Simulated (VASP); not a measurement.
# NiO (Fm-3m) in VASP: notebook

NiO is run at these levels: PBE; tasks: relaxation of shape and atoms at fixed volume.

Program: VASP 6.6.1. These are calculated values, not measurements. Logs are shortened: lines on timing, memory, paths and dates and some standing lists are left out, and cuts for length are marked.

**1. The cell of the first run**

It takes space group Fm-3m (No. 225, cubic). The conventional cell has a = 4.187 Å, b = 4.187 Å, c = 4.187 Å, α = 90.00°, β = 90.00°, γ = 90.00°. Ni (site symmetry m-3m) has 6 O at 2.09 Å within 2.8 Å. Within 2.8 Å of O (site symmetry m-3m) lie 6 Ni at 2.09 Å.

**2. Relaxation of shape and atoms at fixed volume, PBE (9.17 Å³/atom)**

File INCAR:

```
PREC = Accurate ; ENCUT = 600
EDIFF = 1E-7 ; ISMEAR = 0
SIGMA = 0.05 ; LREAL = F
LASPH = T ; NELM = 80
ALGO = Normal ; ISIF = 4
LWAVE = F ; LCHARG = F
GGA = PE ; IBRION = 2
NSW = 60 ; EDIFFG = -0.01
```

File KPOINTS:

```
Automatic mesh
0
Gamma
  14 14 14
```

File POSCAR:

```
NiO
1.0
    1.4802574848      0.8546270573      2.4172370487
   -1.4802574848      0.8546270573      2.4172370487
    0.0000000000     -1.7092541147      2.4172370487
Ni O
1 1
Direct
    1.0000000000      0.0000000000      0.0000000000
    0.5000000000      0.5000000000      0.5000000000
```

Potentials or basis: VASP PAW PBE potentials, release 64 (Ni, O).

Launch:

```console
cat potpaw_PBE.64/Ni/POTCAR potpaw_PBE.64/O/POTCAR > POTCAR
mpirun -np 1 vasp_std > vasp.out
```

OUTCAR:

```text
PREC = Accurate
   ENCUT = 600
   EDIFF = 1E-7
   ISMEAR = 0
   LREAL = F
   LASPH = T
   NELM = 80
   ISIF = 4
   GGA = PE
   IBRION = 2
   NSW = 60
   EDIFFG = -0.01

 ion  position               nearest neighbor table
   1  0.000  0.000  0.000-   2 2.09   2 2.09   2 2.09   2 2.09   2 2.09   2 2.09
   2  0.500  0.500  0.500-   1 2.09   1 2.09   1 2.09   1 2.09   1 2.09   1 2.09

  LATTYP: Found a face centered cubic cell.
 ALAT       =     4.1867850621

  Lattice vectors:

 A1 = (   1.4802574848,   0.8546270573,   2.4172370487)
 A2 = (  -1.4802574848,   0.8546270573,   2.4172370487)
 A3 = (   0.0000000000,  -1.7092541147,   2.4172370487)

Analysis of symmetry for initial positions (statically):
=====================================================================
 Subroutine PRICEL returns:
 Original cell was already a primitive cell.

 Routine SETGRP: Setting up the symmetry group for a
 face centered cubic supercell.

 Subroutine GETGRP returns: Found 48 space group operations
 (whereof 48 operations were pure point group operations)
 out of a pool of 48 trial point group operations.

The static configuration has the point symmetry O_h .

Analysis of symmetry for dynamics (positions and initial velocities):
=====================================================================
 Subroutine PRICEL returns:
 Original cell was already a primitive cell.

 Routine SETGRP: Setting up the symmetry group for a
 face centered cubic supercell.

 Subroutine GETGRP returns: Found 48 space group operations
 (whereof 48 operations were pure point group operations)
 out of a pool of 48 trial point group operations.

The dynamic configuration has the point symmetry O_h .

 Subroutine INISYM returns: Found 48 space group operations
 (whereof 48 operations are pure point group operations),
 and found     1 'primitive' translations

----------------------------------------------------------------------------------------

                                     Primitive cell

  volume of cell :      18.3478

  direct lattice vectors                    reciprocal lattice vectors
     1.480257485  0.854627057  2.417237049     0.337779072  0.195016838  0.137898488
    -1.480257485  0.854627057  2.417237049    -0.337779072  0.195016838  0.137898488
     0.000000000 -1.709254115  2.417237049     0.000000000 -0.390033677  0.137898488

  length of vectors
     2.960504109  2.960504109  2.960504109     0.413693439  0.413693439  0.413693439

  position of ions in fractional coordinates (direct lattice)
     0.000000000  0.000000000  0.000000000
     0.500000000  0.500000000  0.500000000

  ion indices of the primitive-cell ions
   primitive index   ion index
                 1           1
                 2           2

----------------------------------------------------------------------------------------

 KPOINTS: Automatic mesh

Automatic generation of k-mesh.
 Grid dimensions read from file:
 generate k-points for:   14   14   14

 Generating k-lattice:

  Cartesian coordinates                     Fractional coordinates (reciprocal lattice)
     0.024127077  0.013929774  0.009849892     0.071428571  0.000000000  0.000000000
    -0.024127077  0.013929774  0.009849892     0.000000000  0.071428571  0.000000000
     0.000000000 -0.027859548  0.009849892     0.000000000  0.000000000  0.071428571

  Length of vectors
     0.029549531  0.029549531  0.029549531

  Shift w.r.t. Gamma in fractional coordinates (k-lattice)
     0.000000000  0.000000000  0.000000000

 Subroutine IBZKPT returns following result:
 ===========================================

 Found    104 irreducible k-points:

 Following reciprocal coordinates:
            Coordinates               Weight
  0.000000  0.000000  0.000000      1.000000
  0.071429 -0.000000  0.000000      8.000000
  0.142857 -0.000000  0.000000      8.000000
  0.214286  0.000000  0.000000      8.000000
  0.285714  0.000000  0.000000      8.000000
  0.357143  0.000000  0.000000      8.000000
[... 16 lines left out ...]
  0.214286  0.142857 -0.000000     24.000000
  0.285714  0.142857  0.000000     24.000000
 [... further k-points ...]
   k-points           NKPTS =    104   k-points in BZ     NKDIM =    104   number of bands    NBANDS=     12
   number of dos      NEDOS =    301   number of ions     NIONS =      2
   total plane-waves  NPLWV =  13824
   dimension x,y,z NGX =    24 NGY =   24 NGZ =   24
   dimension x,y,z NGXF=    48 NGYF=   48 NGZF=   48
   ions per type =               1   1
   NGX,Y,Z   is equivalent  to a cutoff of  13.48, 13.48, 13.48 a.u.
   NGXF,Y,Z  is equivalent  to a cutoff of  26.95, 26.95, 26.95 a.u.
 SYSTEM =  unknown system
   PREC   = accura    normal or accurate (medium, high low for compatibility)
   ISTART =      0    job   : 0-new  1-cont  2-samecut
   ICHARG =      2    charge: 1-file 2-atom 10-const
   ISPIN  =      1    spin polarized calculation?
   LNONCOLLINEAR =      F non collinear calculations
   LSORBIT =      F    spin-orbit coupling
   LASPH  =      T    aspherical Exc in radial PAW
   ENCUT  =  600.0 eV  44.10 Ry    6.64 a.u.   5.91  5.91  5.91*2*pi/ulx,y,z
   NELM   =     80;   NELMIN=  2; NELMDL= -5     # of ELM steps
   EDIFF  = 0.1E-06   stopping-criterion for ELM
   LREAL  =      F    real-space projection
   EDIFFG = -.1E-01   stopping-criterion for IOM
   NSW    =     60    number of steps for IOM
   IBRION =      2    ionic relax: 0-MD 1-quasi-New 2-CG
   NFREE  =      1    steps in history (QN), initial steepest desc. (CG)
   ISIF   =      4    stress and relaxation
   ISYM   =      2    0-nonsym 1-usesym 2-fastsym
   POTIM  = 0.5000    time-step for ionic-motion
   TEBEG  =    0.0;   TEEND  =   0.0 temperature during run
   PSTRESS=    0.0 pullay stress
   NELECT =      16.0000    total number of electrons
   NUPDOWN=      -1.0000    fix difference up-down
   EMIN   =  10.00;   EMAX   =-10.00  energy-range for DOS
   EFERMI =   0.00;   METHOD = LEGACY
   ISMEAR =     0;   SIGMA  =   0.05  broadening in eV -4-tet -1-fermi 0-gaus
   EFERMI_NEDOS =   21; number of points for ismear=-14 and -15
   IALGO  =     38    algorithm
   IMIX   =      4    mixing-type and parameters
     AMIX     =   0.40;   BMIX     =  1.00
     AMIX_MAG =   1.60;   BMIX_MAG =  1.00
  volume/ion in A,a.u.               =       9.17        61.91
  Fermi-wavevector in a.u.,A,eV,Ry     =   1.564060  2.955644 33.283703  2.446283
  Thomas-Fermi vector in A             =   2.666739
   LORBIT       =      0    0 simple, 1 ext, 2 COOP (PROOUT), +10 PAW based schemes
   GGA     = PE    functional components
   LHFCALC =     F    Hartree Fock is set to
   AEXX    =    0.0000 exact exchange contribution
   IVDW    =     0    specifies the selected vdW correction
   LEPSILON=     F    determine dielectric tensor
   LRPA    =     F    only Hartree local field effects (RPA)
 conjugate gradient relaxation of ions
 non-spin polarized calculation
 Gauss-broadening in eV      SIGMA  =   0.05
  energy-cutoff  :      600.00
  volume of cell :       18.35
 maximum number of plane-waves:       624
   NGX = 11   NGY = 11   NGZ = 11

 number of electron      16.0000000 magnetization

 Free energy of the ion-electron system (eV)
  ---------------------------------------------------
  ext. energy  EPLUGINS =         0.00000000
  ---------------------------------------------------
  free energy    TOTEN  =       -11.37797035 eV

  energy without entropy =      -11.37483098  energy(sigma->0) =      -11.37640066

 E-fermi :   7.7158     XC(G=0): -12.6422

 val. band max:        7.7118731356   @ k =   0.2857   0.0714   0.0000
 cond. band min:       7.7293068638   @ k =   0.3571   0.1429   0.0000
 fundamental gap:      0.0174337281
 Fermi energy:         7.7157793445

 k-point     1 :       0.0000    0.0000    0.0000
  band No.  band energies     occupation
      1     -12.6212      2.00000
      2       4.6789      2.00000
      3       4.6789      2.00000
      4       4.6790      2.00000
      5       5.9214      2.00000
      6       5.9215      2.00000
      7       5.9215      2.00000
      8       6.2394      2.00000
      9       6.2394      2.00000
     10       9.3626      0.00000
     11      25.5907      0.00000
     12      26.8123      0.00000

 k-point     2 :       0.0714   -0.0000    0.0000
  band No.  band energies     occupation
      1     -12.5648      2.00000
      2       4.2171      2.00000
      3       4.4157      2.00000
      4       4.4157      2.00000
      5       5.9766      2.00000
      6       5.9767      2.00000
      7       6.0475      2.00000
      8       6.5065      2.00000
      9       6.5065      2.00000
     10       9.7243      0.00000
     11      24.3275      0.00000
     12      26.6332      0.00000

 k-point     3 :       0.1429   -0.0000    0.0000
  band No.  band energies     occupation
      1     -12.4028      2.00000
      2       3.2616      2.00000
      3       3.9151      2.00000
      4       3.9151      2.00000
      5       6.0884      2.00000
      6       6.0885      2.00000
      7       6.2278      2.00000
      8       7.0633      2.00000
      9       7.0633      2.00000
     10      10.5758      0.00000
     11      22.5158      0.00000
     12      25.9329      0.00000

 k-point     4 :       0.2143    0.0000    0.0000
  band No.  band energies     occupation
      1     -12.1567      2.00000
      2       2.2005      2.00000
      3       3.4139      2.00000
      4       3.4140      2.00000
      5       6.2426      2.00000
      6       6.2426      2.00000
      7       6.4122      2.00000
      8       7.6613      1.87678
      9       7.6613      1.87676
     10      11.5676      0.00000
     11      20.8081      0.00000
     12      24.8161      0.00000

 k-point     5 :       0.2857    0.0000    0.0000
  band No.  band energies     occupation
      1     -11.8646      2.00000
      2       1.2073      2.00000
      3       2.9863      2.00000
      4       2.9863      2.00000
      5       6.4166      2.00000
      6       6.4166      2.00000
      7       6.6220      2.00000
      8       8.2060      0.00000
      9       8.2060      0.00000
     10      12.4617      0.00000
     11      19.3866      0.00000
     12      23.6773      0.00000
[... 228 lines left out ...]
      1     -12.4738      2.00000
      2       3.5933      2.00000
      3       4.0237      2.00000
      4       4.2977      2.00000
      5       5.9832      2.00000
      6       6.1463      2.00000
      7       6.1746      2.00000
      8       6.5158      2.00000
      9       7.0274      2.00000
     10      10.2547      0.00000
     11      23.3562      0.00000
     12      25.3817      0.00000

 k-point    22 :       0.1429    0.1429    0.0000
  band No.  band energies     occupation
      1     -12.3386      2.00000
      2       2.7477      2.00000
      3       4.1376      2.00000
      4       4.1376      2.00000
      5       5.7366      2.00000
      6       6.3110      2.00000
      7       6.5045      2.00000
      8       6.5046      2.00000
      9       7.1287      2.00000
     10      11.1179      0.00000
     11      22.9498      0.00000
     12      25.2307      0.00000

 k-point    23 :       0.2143    0.1429   -0.0000
  band No.  band energies     occupation
      1     -12.1658      2.00000
      2       2.1582      2.00000
      3       3.7594      2.00000
      4       3.8494      2.00000
      5       5.7454      2.00000
      6       6.3747      2.00000
      7       6.6455      2.00000
      8       6.8217      2.00000
      9       7.4464      2.00000
     10      11.9235      0.00000
     11      21.8798      0.00000
     12      23.4609      0.00000

 k-point    24 :       0.2857    0.1429    0.0000
  band No.  band energies     occupation
      1     -11.9285      2.00000
      2       1.5293      2.00000
      3       3.2027      2.00000
      4       3.4485      2.00000
      5       5.8772      2.00000
      6       6.5176      2.00000
      7       6.7662      2.00000
      8       7.2561      2.00000
      9       7.8995      0.00000
     10      12.7828      0.00000
     11      20.3912      0.00000
     12      22.2911      0.00000

 [... further k-points ...]
[... 5 lines left out ...]
  --------------------------------------------------------------------------------------
  -------------------------------------------------------------------------------------
  Total       -0.4592880     -0.4592880     -0.4592830     -0.0000000      0.0000000      0.0000000
  in kB      -40.1061813    -40.1061813    -40.1057399     -0.0000000      0.0000000      0.0000000
  external PRESSURE =     -40.1060341 kB  Pullay stress =       0.0000000 kB

 VOLUME and BASIS-vectors are now :
 -----------------------------------------------------------------------------
  energy-cutoff  :      600.00
  volume of cell :       18.35
      direct lattice vectors                 reciprocal lattice vectors
     1.480257485  0.854627057  2.417237049     0.337779072  0.195016838  0.137898488
    -1.480257485  0.854627057  2.417237049    -0.337779072  0.195016838  0.137898488
     0.000000000 -1.709254115  2.417237049     0.000000000 -0.390033677  0.137898488

 POSITION                                       TOTAL-FORCE (eV/Angst)
 -----------------------------------------------------------------------------------
      0.00000      0.00000      0.00000        -0.000000      0.000000     -0.000000
      0.00000     -0.00000      3.62586         0.000000     -0.000000      0.000000
 -----------------------------------------------------------------------------------
    total drift:                               -0.000000      0.000000     -0.000000

  FREE ENERGIE OF THE ION-ELECTRON SYSTEM (eV)
  ---------------------------------------------------
  free  energy   TOTEN  =       -11.3779703481 eV

  energy  without entropy=      -11.3748309789  energy(sigma->0) =      -11.37640066

 reached required accuracy - stopping structural energy minimisation
```

It took 8.5 s on 1 thread of Intel Xeon 6975P-C (Granite Rapids), shared host; peak memory 0.15 GiB.

What came out:

- Free energy: -11.3780 eV
- Pressure after relaxing: -4.0 GPa
- Band gap on the k mesh: zero (bands 8 and 9 overlap by 2.79 eV)

Final structure:
```
CELL_PARAMETERS angstrom
1.48026 0.85463 2.41724
-1.48026 0.85463 2.41724
0.00000 -1.70925 2.41724
ATOMIC_POSITIONS crystal
Ni 0.00000 0.00000 0.00000
O 0.50000 0.50000 0.50000
```

Levels at points of the mesh, in eV from the Fermi level:
```csv
k point,band 4,band 5,band 6,band 7,band 8,band 9,band 10,band 11,band 12
"(0.00, 0.00, 0.00)",-3.04,-1.79,-1.79,-1.79,-1.48,-1.48,1.65,17.87,19.10
"(0.50, 0.00, 0.00)",-5.32,-0.98,-0.98,-0.62,1.31,1.31,5.70,10.04,14.21
"(0.50, 0.50, 0.00)",-4.30,-2.75,-1.09,-0.72,-0.72,-0.59,6.44,10.55,12.49
```

Caveat: the relaxation stopped at its first step, so nothing moved; the run has no spin polarisation, though such a crystal can be magnetic; semilocal functionals often make such compounds metallic where correlation or magnetic order opens a gap, which also shifts bond lengths. With open d or f shells a metallic result of PBE can be an artefact of self-interaction; +U or a hybrid may open a gap.

**3. Relaxation of shape and atoms at fixed volume, PBE (9.35 Å³/atom)**

This run uses another cell than the first one, of 9.35 Å³/atom.

File INCAR:

```
PREC = Accurate
ENCUT = 600
EDIFF = 1E-6
ISMEAR = 0
SIGMA = 0.05
LREAL = False
LASPH = True
NELM = 80
ALGO = Normal
ISIF = 4
LWAVE = False
LCHARG = False
GGA = PE
IBRION = 2
NSW = 60
EDIFFG = -0.01
```

KPOINTS is that of step 2.

File POSCAR:

```
NiO
1.0
    1.4898698157      0.8601767392      2.4329338330
   -1.4898698157      0.8601767392      2.4329338330
    0.0000000000     -1.7203534784      2.4329338330
Ni O
1 1
Direct
    1.0000000000      0.0000000000      0.0000000000
    0.5000000000      0.5000000000      0.5000000000
```

Potentials or basis: VASP PAW PBE potentials, release 64 (Ni, O).

Launch:

```console
cat potpaw_PBE.64/Ni/POTCAR potpaw_PBE.64/O/POTCAR > POTCAR
mpirun -np 1 vasp_std > vasp.out
```

It took 8.6 s on 1 thread of Intel Xeon 6975P-C (Granite Rapids), shared host; peak memory 0.15 GiB.

Results (log left out):

* Free energy: -11.3659 eV
* Pressure after relaxing: -7.3 GPa
* Band gap on the k mesh: zero (bands 8 and 9 overlap by 2.71 eV)

Final structure:
```xyz
2
Lattice="1.4899 0.8602 2.4329 -1.4899 0.8602 2.4329 0.0000 -1.7204 2.4329" Properties=species:S:1:pos:R:3 pbc="T T T"
Ni    0.0000    0.0000    0.0000
O     0.0000    0.0000    3.6494
```

Levels at points of the mesh, in eV from the Fermi level:
| k point | band 4 | band 5 | band 6 | band 7 | band 8 | band 9 | band 10 | band 11 | band 12 |
| --- | --- | --- | --- | --- | --- | --- | --- | --- | --- |
| (0.00, 0.00, 0.00) | -2.95 | -1.73 | -1.73 | -1.73 | -1.43 | -1.43 | 1.56 | 17.82 | 18.96 |
| (0.50, 0.00, 0.00) | -5.18 | -0.95 | -0.95 | -0.60 | 1.28 | 1.28 | 5.67 | 9.87 | 14.10 |
| (0.50, 0.50, 0.00) | -4.18 | -2.65 | -1.06 | -0.70 | -0.70 | -0.59 | 6.33 | 10.44 | 12.42 |

Caveat: the relaxation stopped at its first step, so nothing moved; the run has no spin polarisation, though such a crystal can be magnetic; semilocal functionals often make such compounds metallic where correlation or magnetic order opens a gap, which also shifts bond lengths. Spin polarisation is off, so any magnetic state and its effect on volume and gap are missing.
